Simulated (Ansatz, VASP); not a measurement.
## Two plane-wave programs on Al

```
Al
1.0
     2.81684    0.00000    0.00000
    -1.40842    2.43946    0.00000
     0.00000    0.00000   26.49972
Al
6
Direct
  0.66667 0.33333 0.28321
  0.33333 0.66667 0.37091
  0.00000 0.00000 0.45676
  0.66667 0.33333 0.54324
  0.33333 0.66667 0.62909
  0.00000 0.00000 0.71679
```

Alike in both runs: functional LDA; k mesh 12 × 12 × 1; occupations gaussian, width 0.1 eV; no spin polarisation.

Ansatz relaxed the structure, and its values are those at the end. VASP's run is a single point on that final structure, the one shown.

|  | VASP | Ansatz |
| --- | --- | --- |
| version | VASP 6.6.1 | Ansatz 0.2.0 |
| potentials or method | VASP PAW LDA potentials, release 64 (Al), cutoff 520 eV | scalar-relativistic, plane waves, PAW |
| valence electrons in the cell | 18 | 18 |

Ansatz gave:

| Item | Value |
| --- | --- |
| gap on the k mesh at the Fermi level (eV) | none |
| rms of the force components (eV/Å) | 0.004 |

Problem. Estimate VASP's values.

Solution. gap on the k mesh at the Fermi level (eV): none; rms of the force components (eV/Å): 0.005.

LDA's correlation is that of Perdew and Zunger in VASP and of Perdew and Wang (1992) in Ansatz. A gap of «none» marks a metal or a gap that the smearing closes.
